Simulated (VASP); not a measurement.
Runs of VASP 6.6.1 on GaN. The structure is that of space group F-43m (No. 216), or close to it. The cells are those of the table. 

| level | spin | cell | k mesh | grid for exact exchange (PRECFOCK) | share of exact exchange | screening parameter | gap on the mesh (eV) | pressure (GPa) | moment (μB) |
| --- | --- | --- | --- | --- | --- | --- | --- | --- | --- |
| r2SCAN | non-collinear, zero start, SOC | a = 3.165, b = 3.165, c = 3.180 Å, angles 59.8, 59.8, 60.3°, 2 atoms | 10 × 10 × 10 | - | - | - | - | (a) | 0.00 |
| HSE06 | off | a = 3.165, b = 3.165, c = 3.180 Å, angles 59.8, 59.8, 60.3°, 2 atoms | 6 × 6 × 6 | Normal | 0.25 | 0.2079 1/Å | 3.07 | 1.9 | - |
| HSE06 | off | a = 3.149, b = 3.149, c = 3.180 Å, angles 59.7, 59.7, 60.7°, 2 atoms | 6 × 6 × 6 | Normal | 0.25 | 0.2079 1/Å | 3.11 | 4.0 | - |
| r2SCAN | non-collinear, zero start, SOC | a = 3.149, b = 3.149, c = 3.180 Å, angles 59.7, 59.7, 60.7°, 2 atoms | 10 × 10 × 10 | - | - | - | - | (b) | 0.00 |

Alike in all rows: task single point; potentials or basis VASP PAW PBE potentials, release 64 (Ga_d, N); cutoff (eV) 520; smearing gaussian 0.01 eV.

Problem. Fill in the values left out.

Solution. (a) 3.2; (b) 5.3.

Caveats: the structure was generated, so it needn't be the stable form of GaN; the PAW data sets were made with another functional, which shifts forces and pressure a little; the cell stands under pressure (at least some runs).

A k mesh can miss the band edges, and rows without SOC leave out spin-orbit coupling on Ga.
